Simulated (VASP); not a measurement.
Crystal: GaN.

```
CELL_PARAMETERS angstrom
0.00000 2.23838 2.23838
2.23838 0.00000 2.23838
2.23838 2.23838 0.00000
ATOMIC_POSITIONS crystal
Ga 0.00000 0.00000 0.00000
N 0.25000 0.25000 0.25000
```

Base run:

| Quantity | Value |
| --- | --- |
| Program | VASP 6.6.1 |
| Functional | BLYP |
| Potentials or basis | VASP PAW PBE potentials, release 64 (Ga_d, N) |
| Cutoff | 520 eV |
| k mesh | 10 × 10 × 10 |
| Occupations | fermi-dirac, width 0.05 eV |
| Spin | no spin polarisation |

Its results: band gap on the k mesh 1.95 eV, direct; pressure 16.4 GPa.

The run is repeated on the same cell with these changes: dispersion from none to D4. What comes out?

Band gap on the k mesh 1.95 eV, direct; pressure 4.4 GPa.

Dispersion adds attraction, which lowers the pressure at fixed volume and, as a term added to the energy, leaves the levels alone.

Caveats: the PAW data sets were made with another functional, which shifts forces and pressure a little.

